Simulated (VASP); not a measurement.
# Si32O (a cell with a defect) in VASP: single point with PBE

Aim: the single point of Si32O (a cell with a defect) with PBE.

All numbers are computed with VASP 6.6.1; they aren't measurements. Logs are shortened: lines on timing, memory, paths and dates and some standing lists are left out, and cuts for length are marked.

### Step 1. The cell of the first run

The cell holds a defect, 33 atoms: a = 9.220 Å, b = 9.220 Å, c = 9.992 Å, α = 116.09°, β = 116.09°, γ = 92.69°.

### Step 2. Single point, PBE (with an interstitial atom, then relaxed in part)

File INCAR:

```
SYSTEM = Si32O
ALGO     = Normal         ! electronic algorithm
EDIFF    = 1E-6           ! SCF threshold, eV
ENCUT    = 520            ! plane-wave cutoff, eV
GGA      = PE             ! functional
ISIF     = 2              ! what is computed and relaxed
ISMEAR   = 0              ! smearing method
LASPH    = .TRUE.         ! aspherical terms in the spheres
LCHARG   = .FALSE.        ! write CHGCAR
LREAL    = Auto         
LWAVE    = .FALSE.        ! write WAVECAR
NBANDS   = 89             ! bands
NELM     = 100            ! most SCF steps
PREC     = Accurate       ! precision mode
SIGMA    = 0.02           ! smearing width, eV
```

File KPOINTS:

```
Automatic mesh
0
Gamma
  2 2 2
  0.5 0.5 0.5
```

File POSCAR:

```
Si32O
1.0
   -5.7769209609      3.3353068718      6.3650226989
    5.7769209609     -3.3353068718      6.3650226989
    3.8512806405      6.6706137437     -6.3650226989
Si O
32 1
Direct
    0.2381168161      0.0738051414      0.2466018435
    0.7482585863      0.5857419156      0.2674925451
    0.1182117116      0.4389122337      0.5006404457
    0.6067773273      0.9579427285      0.5008328047
    0.4934850093      0.3301011798      0.7564988035
    1.0350038356      0.8059888526      0.7589525630
    0.8589920302      0.2177802443      0.0142899891
    0.3784367643      0.6935675968      1.0141447283
    0.3246849065      0.4912038171      0.2560924481
    0.8252161817      0.9916057485      0.2554830989
    0.2042500428      0.8674810025      0.5008824221
    0.7014387165      0.3679805322      0.5067753950
    0.5610840245      0.7440260386      0.7550333956
    0.0761306298      0.2345330417      0.7561238466
    0.9515271106      0.6173814071      1.0046545439
    0.4579997650      0.1221020441      0.0104891488
    0.4298469659      0.2629568094      0.2552659837
    0.9311711889      0.7641765530      0.2562644726
    0.2968859587      0.6328238327      0.5011106417
    0.8050774907      0.1378021726      0.5069575819
    0.6797655424      0.5202689999      0.7560350567
    0.1946708697      0.0100705802      0.7550202330
    0.0527415969      0.3861970325      0.0045731585
    0.5525773995      0.8875909239      1.0103078163
    0.5180439833      0.6815991598      0.2672254312
    0.0076678631      0.1728058749      0.2468426146
    0.3814346610      0.0615210567      0.5002829862
    0.8930245935      0.5427882529      0.5010522409
    0.7234826060      0.9530472105      0.7589483831
    0.2620480040      0.4259201797      0.7564867977
    0.1540846307      0.7961822938      1.0140269288
    0.6351092428      0.3207577598      0.0145729713
   -0.1075758299     -0.1059430533     -0.2174650881
```

Potentials or basis: VASP PAW PBE potentials, release 64 (Si, O).

The run is started by

```bash
$ cat potpaw_PBE.64/Si/POTCAR potpaw_PBE.64/O/POTCAR > POTCAR
$ mpirun -np 1 vasp_std > vasp.out
```

OUTCAR:

```text
SYSTEM = Si32O
   EDIFF = 1E-6
   ENCUT = 520
   GGA = PE
   ISIF = 2
   ISMEAR = 0
   LASPH = .TRUE.
   LREAL = Auto
   NELM = 100
   PREC = Accurate

 ion  position               nearest neighbor table
   1  0.238  0.074  0.247-  27 2.35  26 2.35  31 2.36  17 2.37
   2  0.748  0.586  0.267-  32 2.34  25 2.34  28 2.35  18 2.37
   3  0.118  0.439  0.501-  28 2.33  26 2.35  30 2.37  19 2.37
   4  0.607  0.958  0.501-  27 2.33  29 2.34  25 2.35  20 2.37
   5  0.493  0.330  0.756-  30 2.35  32 2.37  27 2.37  21 2.40
   6  0.035  0.806  0.759-  33 1.63  31 2.34  28 2.34  22 2.36
[... 24 lines left out ...]
  31  0.154  0.796  0.014-   8 2.31   6 2.34   1 2.36  15 2.37
  32  0.635  0.321  0.015-   7 2.31   2 2.34   5 2.37  16 2.37
  33  0.892  0.894  0.783-  29 1.63   6 1.63

  LATTYP: Found a face centered orthorhombic cell.
 ALAT       =    12.7300453978
 B/A-ratio  =     1.0480109906
 C/A-ratio  =     1.2101388550

  Lattice vectors:

 A1 = (   9.6282016014,   3.3353068719,   0.0000000000)
 A2 = (   3.8512806405,   6.6706137437,   6.3650226989)
 A3 = (   5.7769209609,  -3.3353068718,   6.3650226989)

Analysis of symmetry for initial positions (statically):
=====================================================================
 Subroutine PRICEL returns:
 Original cell was already a primitive cell.

 Routine SETGRP: Setting up the symmetry group for a
 face centered orthorhombic supercell.

 Subroutine GETGRP returns: Found  1 space group operations
 (whereof  1 operations were pure point group operations)
 out of a pool of  8 trial point group operations.

The static configuration has the point symmetry C_1 .

Analysis of symmetry for dynamics (positions and initial velocities):
=====================================================================
 Subroutine PRICEL returns:
 Original cell was already a primitive cell.

 Routine SETGRP: Setting up the symmetry group for a
 face centered orthorhombic supercell.

 Subroutine GETGRP returns: Found  1 space group operations
 (whereof  1 operations were pure point group operations)
 out of a pool of  8 trial point group operations.

The dynamic configuration has the point symmetry C_1 .

 Subroutine INISYM returns: Found  1 space group operations
 (whereof  1 operations are pure point group operations),
 and found     1 'primitive' translations

----------------------------------------------------------------------------------------

                                     Primitive cell

  volume of cell :     654.0801

  direct lattice vectors                    reciprocal lattice vectors
    -5.776920961  3.335306872  6.365022699    -0.032456736  0.093694527  0.078554315
     5.776920961 -3.335306872  6.365022699     0.097370209  0.018738905  0.078554315
     3.851280641  6.670613744 -6.365022699     0.064913473  0.112433432  0.000000000

  length of vectors
     9.220119396  9.220119396  9.992145127     0.126502508  0.126502508  0.129826945

  position of ions in fractional coordinates (direct lattice)
     0.238116816  0.073805141  0.246601844
     0.748258586  0.585741916  0.267492545
     0.118211712  0.438912234  0.500640446
     0.606777327  0.957942729  0.500832805
     0.493485009  0.330101180  0.756498804
     0.035003836  0.805988853  0.758952563
[... 25 lines left out ...]
     0.635109243  0.320757760  0.014572971
     0.892424170  0.894056947  0.782534912

  ion indices of the primitive-cell ions
   primitive index   ion index
                 1           1
                 2           2
                 3           3
                 4           4
                 5           5
                 6           6
[... 25 lines left out ...]
                32          32
                33          33

----------------------------------------------------------------------------------------

 KPOINTS: Automatic mesh

Automatic generation of k-mesh.
 Grid dimensions read from file:
 generate k-points for:    2    2    2

 Generating k-lattice:

  Cartesian coordinates                     Fractional coordinates (reciprocal lattice)
    -0.016228368  0.046847264  0.039277158     0.500000000  0.000000000 -0.000000000
     0.048685104  0.009369453  0.039277158     0.000000000  0.500000000  0.000000000
     0.032456736  0.056216716  0.000000000     0.000000000  0.000000000  0.500000000

  Length of vectors
     0.063251254  0.063251254  0.064913473

  Shift w.r.t. Gamma in fractional coordinates (k-lattice)
     0.500000000  0.500000000  0.500000000

 Subroutine IBZKPT returns following result:
 ===========================================

 Found      4 irreducible k-points:

 Following reciprocal coordinates:
            Coordinates               Weight
  0.250000  0.250000  0.250000      2.000000
 -0.250000  0.250000  0.250000      2.000000
 -0.250000  0.250000 -0.250000      2.000000
 -0.250000 -0.250000  0.250000      2.000000
   k-points           NKPTS =      4   k-points in BZ     NKDIM =      4   number of bands    NBANDS=     89
   number of dos      NEDOS =    301   number of ions     NIONS =     33
   total plane-waves  NPLWV = 392000
   dimension x,y,z NGX =    70 NGY =   70 NGZ =   80
   dimension x,y,z NGXF=   140 NGYF=  140 NGZF=  160
   ions per type =              32   1
   NGX,Y,Z   is equivalent  to a cutoff of  12.62, 12.62, 13.31 a.u.
   NGXF,Y,Z  is equivalent  to a cutoff of  25.24, 25.24, 26.62 a.u.
 SYSTEM =  Si32O
   PREC   = accura    normal or accurate (medium, high low for compatibility)
   ISTART =      0    job   : 0-new  1-cont  2-samecut
   ICHARG =      2    charge: 1-file 2-atom 10-const
   ISPIN  =      1    spin polarized calculation?
   LNONCOLLINEAR =      F non collinear calculations
   LSORBIT =      F    spin-orbit coupling
   LASPH  =      T    aspherical Exc in radial PAW
   ENCUT  =  520.0 eV  38.22 Ry    6.18 a.u.  17.14 17.14 18.58*2*pi/ulx,y,z
   NELM   =    100;   NELMIN=  2; NELMDL= -5     # of ELM steps
   EDIFF  = 0.1E-05   stopping-criterion for ELM
   LREAL  =      T    real-space projection
   EDIFFG = 0.1E-04   stopping-criterion for IOM
   NSW    =      0    number of steps for IOM
[... 5 lines left out ...]
   TEBEG  =    0.0;   TEEND  =   0.0 temperature during run
   PSTRESS=    0.0 pullay stress
   NELECT =     134.0000    total number of electrons
   NUPDOWN=      -1.0000    fix difference up-down
   EMIN   =  10.00;   EMAX   =-10.00  energy-range for DOS
   EFERMI =   0.00;   METHOD = LEGACY
   ISMEAR =     0;   SIGMA  =   0.02  broadening in eV -4-tet -1-fermi 0-gaus
   EFERMI_NEDOS =   21; number of points for ismear=-14 and -15
   IALGO  =     38    algorithm
   IMIX   =      4    mixing-type and parameters
     AMIX     =   0.40;   BMIX     =  1.00
     AMIX_MAG =   1.60;   BMIX_MAG =  1.00
  volume/ion in A,a.u.               =      19.82       133.76
  Fermi-wavevector in a.u.,A,eV,Ry     =   0.965086  1.823749 12.672350  0.931391
  Thomas-Fermi vector in A             =   2.094773
   LORBIT       =      0    0 simple, 1 ext, 2 COOP (PROOUT), +10 PAW based schemes
   GGA     = PE    functional components
   LHFCALC =     F    Hartree Fock is set to
   AEXX    =    0.0000 exact exchange contribution
   IVDW    =     0    specifies the selected vdW correction
   LEPSILON=     F    determine dielectric tensor
   LRPA    =     F    only Hartree local field effects (RPA)
 non-spin polarized calculation
 Gauss-broadening in eV      SIGMA  =   0.02
  energy-cutoff  :      520.00
  volume of cell :      654.08
 maximum number of plane-waves:     17670
 NGX is ok and might be reduce to    70
   NGX = 35   NGY = 35   NGZ = 37

 number of electron     133.9999997 magnetization

 Free energy of the ion-electron system (eV)
  ---------------------------------------------------
  ext. energy  EPLUGINS =         0.00000000
  ---------------------------------------------------
  free energy    TOTEN  =      -180.65446824 eV

  energy without entropy =     -180.65446824  energy(sigma->0) =     -180.65446824

 E-fermi :   5.6397     XC(G=0):  -9.3739

 val. band max:        5.5337491472   @ k =  -0.2500  -0.2500   0.2500
 cond. band min:       6.4373747422   @ k =  -0.2500  -0.2500   0.2500
 fundamental gap:      0.9036255949
 Fermi energy:         5.6396525775

 k-point     1 :       0.2500    0.2500    0.2500
  band No.  band energies     occupation
      1     -14.6606      2.00000
      2      -5.5648      2.00000
      3      -5.4900      2.00000
      4      -5.3837      2.00000
      5      -5.0527      2.00000
      6      -4.5842      2.00000
[... 71 lines left out ...]
     78       8.1521      0.00000
     79       8.2836      0.00000

 k-point     2 :      -0.2500    0.2500    0.2500
  band No.  band energies     occupation
      1     -14.6606      2.00000
      2      -5.8651      2.00000
      3      -5.2350      2.00000
      4      -5.0800      2.00000
      5      -4.9035      2.00000
      6      -4.7479      2.00000
[... 71 lines left out ...]
     78       8.0686      0.00000
     79       8.2077      0.00000

 k-point     3 :      -0.2500    0.2500   -0.2500
  band No.  band energies     occupation
      1     -14.6606      2.00000
      2      -5.8651      2.00000
      3      -5.2348      2.00000
      4      -5.0799      2.00000
      5      -4.9037      2.00000
      6      -4.7478      2.00000
[... 71 lines left out ...]
     78       8.0684      0.00000
     79       8.2084      0.00000

 k-point     4 :      -0.2500   -0.2500    0.2500
  band No.  band energies     occupation
      1     -14.6606      2.00000
      2      -5.9366      2.00000
      3      -5.2781      2.00000
      4      -4.8306      2.00000
      5      -4.7940      2.00000
      6      -4.6348      2.00000
[... 71 lines left out ...]
     78       8.0941      0.00000
     79       8.2093      0.00000
 [bands above 79 left out]

------------------------ aborting loop because EDIFF is reached ----------------------------------------

  FORCE on cell =-STRESS in cart. coord.  units (eV):
  Direction    XX          YY          ZZ          XY          YZ          ZX
  --------------------------------------------------------------------------------------
  -------------------------------------------------------------------------------------
  Total       11.1776807      5.6283069      3.6355603     -4.8042672      2.0364426     -3.5221863
  in kB       27.3798695     13.7866085      8.9053507    -11.7681129      4.9882918     -8.6276397
  external PRESSURE =      16.6906096 kB  Pullay stress =       0.0000000 kB

 VOLUME and BASIS-vectors are now :
 -----------------------------------------------------------------------------
  energy-cutoff  :      520.00
  volume of cell :      654.08
      direct lattice vectors                 reciprocal lattice vectors
    -5.776920961  3.335306872  6.365022699    -0.032456736  0.093694527  0.078554315
     5.776920961 -3.335306872  6.365022699     0.097370209  0.018738905  0.078554315
     3.851280641  6.670613744 -6.365022699     0.064913473  0.112433432  0.000000000

 POSITION                                       TOTAL-FORCE (eV/Angst)
 -----------------------------------------------------------------------------------
      0.00052      2.19302      0.41576        -0.000024     -0.000166     -0.001668
      0.09134      2.32638      6.78835        -0.001394      0.004516     -0.001874
      3.78077      2.26994      0.35952        -0.000802     -0.008082     -0.003280
      3.95750      2.16962      6.77167         0.009707     -0.004357     -0.006885
      1.96963      5.59125      0.42701         0.001964     -0.001254     -0.000322
      7.37686      2.49121      0.52219        -0.023408      0.014579      0.014969
[... 25 lines left out ...]
     -1.75986      1.14567      5.99136        -0.003408     -0.003655     -0.002552
      3.02319      5.21454      6.39014        -0.005104     -0.003107      0.001332
 -----------------------------------------------------------------------------------
    total drift:                               -0.003933      0.002576      0.006032

  FREE ENERGIE OF THE ION-ELECTRON SYSTEM (eV)
  ---------------------------------------------------
  free  energy   TOTEN  =      -180.6544682406 eV

  energy  without entropy=     -180.6544682406  energy(sigma->0) =     -180.65446824
```

It took 6.3 min on 1 thread of AMD EPYC 9R45 (Zen 5), shared host; peak memory 0.76 GiB.

What came out:

```
Free energy            : -180.6545 eV
Pressure               : 1.7 GPa
Largest force          : 0.031 eV/Å
Band gap on the k mesh : 0.90 eV
```

Forces in eV/Å, atoms in the order of the input:
```
Si   0.000  0.000 -0.002
Si  -0.001  0.005 -0.002
Si  -0.001 -0.008 -0.003
Si   0.010 -0.004 -0.007
Si   0.002 -0.001  0.000
Si  -0.023  0.015  0.015
Si   0.005 -0.004 -0.005
Si   0.005 -0.002  0.002
Si  -0.001  0.004  0.001
Si  -0.003  0.002  0.005
Si  -0.001  0.003  0.001
Si   0.005  0.002 -0.003
Si   0.001  0.003  0.006
Si  -0.001 -0.004 -0.002
Si   0.003 -0.002  0.000
Si  -0.005 -0.001 -0.001
Si   0.002 -0.001 -0.003
Si   0.000 -0.003 -0.001
Si   0.002  0.002 -0.003
Si   0.000  0.001  0.002
Si   0.000 -0.001  0.000
Si   0.004  0.001 -0.005
Si   0.000  0.002 -0.003
Si   0.000 -0.004 -0.003
Si  -0.001  0.000  0.001
Si   0.000  0.002  0.000
Si  -0.002 -0.001  0.004
Si  -0.005  0.005  0.009
Si   0.022 -0.008 -0.011
Si  -0.006  0.002  0.002
Si  -0.003  0.003  0.006
Si  -0.003 -0.004 -0.003
O   -0.005 -0.003  0.001
```

Levels at points of the mesh, in eV from the valence-band top:
| k point | band 64 | band 65 | band 66 | band 67 | band 68 | band 69 | band 70 | band 71 |
| --- | --- | --- | --- | --- | --- | --- | --- | --- |
| (0.25, 0.25, 0.25) | -0.96 | -0.89 | -0.62 | -0.47 | 1.06 | 1.27 | 1.32 | 1.36 |

Caveat: the cell differs from its parent crystal (with an interstitial atom, then relaxed in part).
